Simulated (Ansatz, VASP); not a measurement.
**One calculation of VAsF, two programs**

```
As F V
1.0
     3.32844    0.00000    0.00000
     0.00000    3.32844    0.00000
     0.00000    0.00000    7.53180
As F V
2 2 2
Direct
  0.25000 0.25000 0.61170
  0.75000 0.75000 0.38830
  0.75000 0.25000 0.00000
  0.25000 0.75000 0.00000
  0.25000 0.25000 0.25580
  0.75000 0.75000 0.74420
```

Alike in both runs: task single point; functional PBE; k mesh 5 × 5 × 3; occupations tetrahedron; no spin polarisation.

|  | VASP | Ansatz |
| --- | --- | --- |
| version | VASP 6.6.1 | Ansatz 0.2.0 |
| potentials or method | VASP PAW PBE potentials, release 64 (As, F, V_sv), cutoff 520 eV | PAW plane waves |
| valence electrons in the cell | 50 | 70 |

|  | VASP | Ansatz | Ansatz less VASP |
| --- | --- | --- | --- |
| gap on the k mesh at the Fermi level (eV) | none | none | - |
| pressure (GPa) | -7.8 | -7.8 | -0.05 |
| traceless stress, the component that is largest in VASP (GPa) | -21.57 | -21.26 | +0.302 |
| rms of the force components (eV/Å) | 1.027 | 1.023 | -0.0036 |

Atom by atom the forces differ by 0.004 eV/Å (rms over components). A gap of «none» marks a metal or a gap that the smearing closes. VASP's potentials hold 50 valence electrons a cell and Ansatz's 70, so a difference there can come from the potentials and not from the codes. Ansatz's warnings: band table not solved further, tetrahedron derivatives may miss energy slope.

The k mesh is coarse, so the values compare programs but aren't converged.
